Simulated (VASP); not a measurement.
**GaAs: relaxation of cell and atoms with PBE0**

GaAs:

```
CELL_PARAMETERS angstrom
0.00000 2.69589 2.69589
2.69589 0.00000 2.69589
2.69589 2.69589 0.00000
ATOMIC_POSITIONS crystal
Ga 0.00000 0.00000 0.00000
As 0.50000 0.50000 0.50000
```

- Program: VASP 6.6.1
- Task: relaxation of cell and atoms
- Functional: PBE0
- Potentials or basis: VASP PAW PBE potentials, release 64 (Ga_d, As)
- Cutoff: 600 eV
- k mesh: 5 × 5 × 5
- Occupations: fermi-dirac, width 0.05 eV
- Spin: no spin polarisation
- Dipole correction: no
- Grid for exact exchange (PRECFOCK): Normal
- Further INCAR settings: ALGO = Normal; EDIFF = 1e-06; IBRION = 2; EDIFFG = -0.01; NSW = 60; ISIF = 3
- Share of exact exchange: 0.25

The relaxed volume is 18.80 Å³/atom, the relaxed cell is a = 3.760 Å, b = 3.760 Å, c = 3.760 Å, α = 60.00°, β = 60.00°, γ = 60.00° and the space group after relaxing (to 0.1 Å) is Fm-3m (No. 225). The energy gained by relaxing is 8.5 meV/atom and the ionic steps are 3. The pressure after relaxing is -0.1 GPa and the band gap on the k mesh is zero (bands 9 and 10 overlap by 3.97 eV).

The path:
```
step  energy change (eV)  largest force (eV/Å)  pressure (GPa)  volume (Å³)
   1              0.0000                0.0000           -3.27        39.19
   2             -0.0138                0.0000            1.67        36.96
   3             -0.0169                0.0000           -0.07        37.60
```

Final structure:
```cif
data_structure
_symmetry_space_group_name_H-M 'P 1'
_symmetry_Int_Tables_number 1
_cell_length_a 3.7604
_cell_length_b 3.7604
_cell_length_c 3.7604
_cell_angle_alpha 60.000
_cell_angle_beta 60.000
_cell_angle_gamma 60.000
_cell_volume 37.60
loop_
_atom_site_label
_atom_site_type_symbol
_atom_site_fract_x
_atom_site_fract_y
_atom_site_fract_z
_atom_site_occupancy
Ga1 Ga 0.00000 0.00000 0.00000 1
As1 As 0.50000 0.50000 0.50000 1
```

Levels at points of the mesh, in eV from the Fermi level:
| k point | band 7 | band 8 | band 9 | band 10 | band 11 | band 12 |
| --- | --- | --- | --- | --- | --- | --- |
| (0.00, 0.00, 0.00) | -0.64 | -0.62 | -0.62 | 0.91 | 8.06 | 8.06 |

Wall time 54 min on 1 thread of Intel(R) Xeon(R) Platinum 8488C (Sapphire Rapids), with other jobs on the host, peak memory 0.19 GiB.

Caveat: the k points lie up to 0.41 Å⁻¹ apart in the final cell, too coarse for converged energies and pressures of a metal; the PAW data sets were made with another functional, which shifts forces and pressure a little.
